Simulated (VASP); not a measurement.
Write the native input for VASP 6.6.1 that does the following.

```
Task                   : single point
Functional             : LDA
Potentials or basis    : VASP PAW LDA potentials, release 64 (Cs_sv)
Cutoff                 : 500 eV
k mesh                 : 4 × 4 × 4
Occupations            : gaussian, width 0.05 eV
Spin                   : no spin polarisation
Dipole correction      : no
Further INCAR settings : ALGO = Normal; EDIFF = 1e-06; NBANDS = 16
```

The structure of Cs lies in POSCAR:

```
Cs
1.0
    0.0000000000      3.1347039648      3.1347039648
    3.1347039648      0.0000000000      3.1347039648
    3.1347039648      3.1347039648      0.0000000000
Cs
2
Direct
    1.0000000000      1.0000000000      1.0000000000
    0.2500000000      0.2500000000      0.2500000000
```

This isn't the form of Cs at room conditions, which is bcc.

The input as run:

INCAR

```
SYSTEM = Cs
PREC = Accurate ; ENCUT = 500
EDIFF = 1E-6 ; ISMEAR = 0
SIGMA = 0.05 ; LREAL = .FALSE.
LASPH = .TRUE. ; NELM = 120
ALGO = Normal ; ISIF = 2
LWAVE = .FALSE. ; LCHARG = .TRUE.
LELF = .TRUE. ; LVHAR = .TRUE.
NBANDS = 16 ; GGA_COMPAT = .FALSE.
```

KPOINTS

```
Automatic mesh
0
G
  4 4 4
  0 0 0
```

Potentials or basis: VASP PAW LDA potentials, release 64 (Cs_sv).

Command:

```sh
$ cat potpaw_LDA.64/Cs_sv/POTCAR > POTCAR
$ mpirun -np 1 vasp_std > vasp.out
```

Results of the run:

```yaml
Pressure: 47.1 GPa
Band_gap_on_the_k_mesh: zero (bands 9 and 10 overlap by 1.16 eV)
```

Caveat: the k points lie up to 0.43 Å⁻¹ apart, too coarse for converged energies and pressures of a metal; spin-orbit coupling is left out, which moves the levels of the heavy elements.

Run time: 2.8 s on 1 thread of Intel(R) Xeon(R) 6975P-C (Granite Rapids), with other jobs on the host, peak memory 0.14 GiB.
